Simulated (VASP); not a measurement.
# F2 in VASP: a series of runs

F2 is run at these levels: LDA; tasks: single point, relaxation of the atoms.

Program: VASP 6.6.1. These are calculated values, not measurements. Logs are shortened: lines on timing, memory, paths and dates and some standing lists are left out, and cuts for length are marked.

**1. The cell of the first run**

The cell holds a molecule in a box, 2 atoms: a = 9.000 Å, b = 9.500 Å, c = 10.000 Å, α = 90.00°, β = 90.00°, γ = 90.00°.

**2. Single point, LDA**

INCAR reads:

```
PREC     = Accurate       # precision mode
ENCUT    = 520            # plane-wave cutoff, eV
EDIFF    = 1E-6           # SCF threshold, eV
ISMEAR   = 0              # smearing method
SIGMA    = 0.05           # smearing width, eV
LREAL    = F              # projectors in reciprocal space
LASPH    = T              # aspherical terms in the spheres
NELM     = 100            # most SCF steps
ALGO     = Normal         # electronic algorithm
ISIF     = 2              # what is computed and relaxed
LWAVE    = F              # write WAVECAR
LCHARG   = F              # write CHGCAR
GGA      = CA             # functional
NBANDS   = 14             # bands
```

KPOINTS reads:

```
Automatic mesh
0
Gamma
  1 1 1
```

POSCAR reads:

```
F
1.0
    9.0000000000      0.0000000000      0.0000000000
    0.0000000000      9.5000000000      0.0000000000
    0.0000000000      0.0000000000     10.0000000000
F
2
Direct
    0.5000000000      0.5000000000      0.4306774387
    0.5000000000      0.5000000000      0.5693225613
```

Potentials or basis: VASP PAW LDA potentials, release 64 (F).

Command:

```
> cat potpaw_LDA.64/F/POTCAR > POTCAR
> mpirun -np 1 vasp_gam > vasp.out
```

OUTCAR:

```text
PREC = Accurate
   ENCUT = 520
   EDIFF = 1E-6
   ISMEAR = 0
   LREAL = F
   LASPH = T
   NELM = 100
   ISIF = 2
   GGA = CA

 ion  position               nearest neighbor table
   1  0.500  0.500  0.431-   2 1.39
   2  0.500  0.500  0.569-   1 1.39

  LATTYP: Found a simple orthorhombic cell.
 ALAT       =     9.0000000000
 B/A-ratio  =     1.0555555556
 C/A-ratio  =     1.1111111111

  Lattice vectors:

 A1 = (   9.0000000000,   0.0000000000,   0.0000000000)
 A2 = (   0.0000000000,   9.5000000000,   0.0000000000)
 A3 = (   0.0000000000,   0.0000000000,  10.0000000000)

Analysis of symmetry for initial positions (statically):
=====================================================================
 Subroutine PRICEL returns:
 Original cell was already a primitive cell.

 Routine SETGRP: Setting up the symmetry group for a
 simple orthorhombic supercell.

 Subroutine GETGRP returns: Found  8 space group operations
 (whereof  8 operations were pure point group operations)
 out of a pool of  8 trial point group operations.

The static configuration has the point symmetry D_2h.

Analysis of symmetry for dynamics (positions and initial velocities):
=====================================================================
 Subroutine PRICEL returns:
 Original cell was already a primitive cell.

 Routine SETGRP: Setting up the symmetry group for a
 simple orthorhombic supercell.

 Subroutine GETGRP returns: Found  8 space group operations
 (whereof  8 operations were pure point group operations)
 out of a pool of  8 trial point group operations.

The dynamic configuration has the point symmetry D_2h.

 Subroutine INISYM returns: Found  8 space group operations
 (whereof  8 operations are pure point group operations),
 and found     1 'primitive' translations

----------------------------------------------------------------------------------------

                                     Primitive cell

  volume of cell :     855.0000

  direct lattice vectors                    reciprocal lattice vectors
     9.000000000  0.000000000  0.000000000     0.111111111  0.000000000  0.000000000
     0.000000000  9.500000000  0.000000000     0.000000000  0.105263158  0.000000000
     0.000000000  0.000000000 10.000000000     0.000000000  0.000000000  0.100000000

  length of vectors
     9.000000000  9.500000000 10.000000000     0.111111111  0.105263158  0.100000000

  position of ions in fractional coordinates (direct lattice)
     0.500000000  0.500000000  0.430677439
     0.500000000  0.500000000  0.569322561

  ion indices of the primitive-cell ions
   primitive index   ion index
                 1           1
                 2           2

----------------------------------------------------------------------------------------

 KPOINTS: Automatic mesh

Automatic generation of k-mesh.
 Grid dimensions read from file:
 generate k-points for:    1    1    1

 Generating k-lattice:

  Cartesian coordinates                     Fractional coordinates (reciprocal lattice)
     0.111111111  0.000000000  0.000000000     1.000000000  0.000000000  0.000000000
     0.000000000  0.105263158  0.000000000     0.000000000  1.000000000  0.000000000
     0.000000000  0.000000000  0.100000000     0.000000000  0.000000000  1.000000000

  Length of vectors
     0.111111111  0.105263158  0.100000000

  Shift w.r.t. Gamma in fractional coordinates (k-lattice)
     0.000000000  0.000000000  0.000000000

 Subroutine IBZKPT returns following result:
 ===========================================

 Found      1 irreducible k-points:

 Following reciprocal coordinates:
            Coordinates               Weight
  0.000000  0.000000  0.000000      1.000000
   k-points           NKPTS =      1   k-points in BZ     NKDIM =      1   number of bands    NBANDS=     14
   number of dos      NEDOS =    301   number of ions     NIONS =      2
   total plane-waves  NPLWV = 403200
   dimension x,y,z NGX =    70 NGY =   72 NGZ =   80
   dimension x,y,z NGXF=   140 NGYF=  144 NGZF=  160
   ions per type =               2
   NGX,Y,Z   is equivalent  to a cutoff of  12.93, 12.60, 13.30 a.u.
   NGXF,Y,Z  is equivalent  to a cutoff of  25.86, 25.20, 26.60 a.u.
 SYSTEM =  unknown system
   PREC   = accura    normal or accurate (medium, high low for compatibility)
   ISTART =      0    job   : 0-new  1-cont  2-samecut
   ICHARG =      2    charge: 1-file 2-atom 10-const
   ISPIN  =      1    spin polarized calculation?
   LNONCOLLINEAR =      F non collinear calculations
   LSORBIT =      F    spin-orbit coupling
   LASPH  =      T    aspherical Exc in radial PAW
   ENCUT  =  520.0 eV  38.22 Ry    6.18 a.u.  16.73 17.66 18.59*2*pi/ulx,y,z
   NELM   =    100;   NELMIN=  2; NELMDL= -5     # of ELM steps
   EDIFF  = 0.1E-05   stopping-criterion for ELM
   LREAL  =      F    real-space projection
   EDIFFG = 0.1E-04   stopping-criterion for IOM
   NSW    =      0    number of steps for IOM
   IBRION =     -1    ionic relax: 0-MD 1-quasi-New 2-CG
   NFREE  =      0    steps in history (QN), initial steepest desc. (CG)
   ISIF   =      2    stress and relaxation
   ISYM   =      2    0-nonsym 1-usesym 2-fastsym
   POTIM  = 0.5000    time-step for ionic-motion
   TEBEG  =    0.0;   TEEND  =   0.0 temperature during run
   PSTRESS=    0.0 pullay stress
   NELECT =      14.0000    total number of electrons
   NUPDOWN=      -1.0000    fix difference up-down
   EMIN   =  10.00;   EMAX   =-10.00  energy-range for DOS
   EFERMI =   0.00;   METHOD = LEGACY
   ISMEAR =     0;   SIGMA  =   0.05  broadening in eV -4-tet -1-fermi 0-gaus
   EFERMI_NEDOS =   21; number of points for ismear=-14 and -15
   IALGO  =     38    algorithm
   IMIX   =      4    mixing-type and parameters
     AMIX     =   0.40;   BMIX     =  1.00
     AMIX_MAG =   1.60;   BMIX_MAG =  1.00
  volume/ion in A,a.u.               =     427.50      2884.91
  Fermi-wavevector in a.u.,A,eV,Ry     =   0.415715  0.785587  2.351342  0.172819
  Thomas-Fermi vector in A             =   1.374838
   LORBIT       =      0    0 simple, 1 ext, 2 COOP (PROOUT), +10 PAW based schemes
   GGA     = CA    functional components
   LHFCALC =     F    Hartree Fock is set to
   AEXX    =    0.0000 exact exchange contribution
   IVDW    =     0    specifies the selected vdW correction
   LEPSILON=     F    determine dielectric tensor
   LRPA    =     F    only Hartree local field effects (RPA)
 non-spin polarized calculation
 Gauss-broadening in eV      SIGMA  =   0.05
  energy-cutoff  :      520.00
  volume of cell :      855.00
 maximum number of plane-waves:     11510
 NGX is ok and might be reduce to    70
   NGX = 33   NGY = 35   NGZ = 37

 number of electron      13.9999997 magnetization

 Free energy of the ion-electron system (eV)
  ---------------------------------------------------
  ext. energy  EPLUGINS =         0.00000000
  ---------------------------------------------------
  free energy    TOTEN  =        -4.10066610 eV

  energy without entropy =       -4.10066610  energy(sigma->0) =       -4.10066610

 E-fermi :  -9.0762     XC(G=0):  -0.5905

 val. band max:       -9.3699527461   @ k =   0.0000   0.0000   0.0000
 cond. band min:      -5.6998827910   @ k =   0.0000   0.0000   0.0000
 fundamental gap:      3.6700699551
 Fermi energy:        -9.0761895810

 k-point     1 :       0.0000    0.0000    0.0000
  band No.  band energies     occupation
      1     -34.2031      2.00000
      2     -27.1429      2.00000
      3     -15.6860      2.00000
      4     -13.0628      2.00000
      5     -13.0628      2.00000
      6      -9.3700      2.00000
      7      -9.3700      2.00000
      8      -5.6999      0.00000
      9      -0.2499      0.00000
     10       1.2610      0.00000
     11       1.2679      0.00000
     12       1.4147      0.00000
     13       1.5561      0.00000
     14       1.5838      0.00000

------------------------ aborting loop because EDIFF is reached ----------------------------------------

  FORCE on cell =-STRESS in cart. coord.  units (eV):
  Direction    XX          YY          ZZ          XY          YZ          ZX
  --------------------------------------------------------------------------------------
  -------------------------------------------------------------------------------------
  Total       -0.1101695     -0.1084991      0.5996042     -0.0000000      0.0000000      0.0000000
  in kB       -0.2064457     -0.2033156      1.1235933     -0.0000000      0.0000000      0.0000000
  external PRESSURE =       0.2379440 kB  Pullay stress =       0.0000000 kB

 VOLUME and BASIS-vectors are now :
 -----------------------------------------------------------------------------
  energy-cutoff  :      520.00
  volume of cell :      855.00
      direct lattice vectors                 reciprocal lattice vectors
     9.000000000  0.000000000  0.000000000     0.111111111  0.000000000  0.000000000
     0.000000000  9.500000000  0.000000000     0.000000000  0.105263158  0.000000000
     0.000000000  0.000000000 10.000000000     0.000000000  0.000000000  0.100000000

 POSITION                                       TOTAL-FORCE (eV/Angst)
 -----------------------------------------------------------------------------------
      4.50000      4.75000      4.30677         0.000000      0.000000     -0.501961
      4.50000      4.75000      5.69323         0.000000      0.000000      0.501961
 -----------------------------------------------------------------------------------
    total drift:                                0.000000      0.000000      0.000000

  FREE ENERGIE OF THE ION-ELECTRON SYSTEM (eV)
  ---------------------------------------------------
  free  energy   TOTEN  =        -4.1006661014 eV

  energy  without entropy=       -4.1006661014  energy(sigma->0) =       -4.10066610
```

Wall time 21 s (1 thread of Intel Xeon Platinum 8375C at 2.90GHz (Ice Lake), shared host); peak memory 0.49 GiB.

What came out:

```yaml
Free_energy: -4.1007 eV
Largest_force: 0.502 eV/Å
Gap_between_the_frontier_levels: 3.67 eV
```

Forces on the atoms (eV/Å):
```
F    0.000  0.000 -0.502
F    0.000  0.000  0.502
```

**3. Relaxation of the atoms, LDA**

INCAR reads:

```
PREC = Accurate ; ENCUT = 520
EDIFF = 1E-7 ; ISMEAR = 0
SIGMA = 0.05 ; LREAL = F
LASPH = T ; NELM = 60
ALGO = Normal ; ISIF = 2
LWAVE = F ; LCHARG = F
GGA = CA ; IBRION = 2
NSW = 80 ; EDIFFG = -0.03
```

KPOINTS is that of step 2.

POSCAR reads:

```
F
1.0
    9.0000000000      0.0000000000      0.0000000000
    0.0000000000      9.5000000000      0.0000000000
    0.0000000000      0.0000000000     10.0000000000
F
2
Direct
    0.5000000000      0.5000000000      0.4290000000
    0.5000000000      0.5000000000      0.5710000000
```

Potentials or basis: VASP PAW LDA potentials, release 64 (F).

Command:

```
> cat potpaw_LDA.64/F/POTCAR > POTCAR
> mpirun -np 1 vasp_gam > vasp.out
```

Run time: 45 s. Hardware: 1 thread of Intel Xeon Platinum 8375C at 2.90GHz (Ice Lake), shared host; peak memory 0.53 GiB.

The run converged. Its results:

* Free energy: -4.1037 eV
* Energy gained by relaxing: 4.3 meV/atom
* Ionic steps: 3
* Largest force after relaxing: 0.005 eV/Å
* Gap between the frontier levels: 3.51 eV

Forces in eV/Å, atoms in the order of the input:
```
F    0.000  0.000 -0.005
F    0.000  0.000  0.005
```

The path:
| step | energy change (eV) | largest force (eV/Å) | pressure (GPa) |
| --- | --- | --- | --- |
| 1 | 0.0000 | 0.7830 | -0.09 |
| 2 | 0.0564 | 2.5306 | 0.19 |
| 3 | -0.0085 | 0.0050 | -0.02 |

Final structure:
```
F
1.0
     9.00000    0.00000    0.00000
     0.00000    9.50000    0.00000
     0.00000    0.00000   10.00000
F
2
Direct
  0.50000 0.50000 0.43007
  0.50000 0.50000 0.56993
```

Levels at points of the mesh, in eV from the valence-band top:
| k point | band 4 | band 5 | band 6 | band 7 | band 8 | band 9 | band 10 | band 11 |
| --- | --- | --- | --- | --- | --- | --- | --- | --- |
| (0.00, 0.00, 0.00) | -3.57 | -3.57 | 0.00 | 0.00 | 3.51 | 9.18 | 10.68 | 10.70 |
